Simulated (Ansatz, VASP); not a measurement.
**ZnCu in VASP and in Ansatz**

```
CELL_PARAMETERS angstrom
2.96450 0.00000 0.00000
0.00000 2.96450 0.00000
0.00000 0.00000 2.96450
ATOMIC_POSITIONS crystal
Zn 0.50000 0.50000 0.50000
Cu 0.00000 0.00000 0.00000
```

Change from the starting cell: volume scaled by 1.02, crystal datasets.

Alike in both runs: task electric field gradients; functional PBEsol; k mesh 14 × 14 × 14; occupations fermi-dirac, width 0.05 eV; no spin polarisation.

```csv
,VASP,Ansatz
version,VASP 6.6.1,Ansatz 0.2.0
potentials or method,"VASP PAW PBE potentials, release 64 (Zn, Cu), cutoff 520 eV","all-electron PAW with datasets made for the crystal, scalar-relativistic"
```

Ansatz gave:

```
pressure (GPa) : -6.9
```

Problem. Which values does VASP return?

Solution. Pressure (GPa): -6.3.

VASP's potentials were made for PBE, not for PBEsol. Ansatz ran all-electron here, and VASP with PAW potentials.
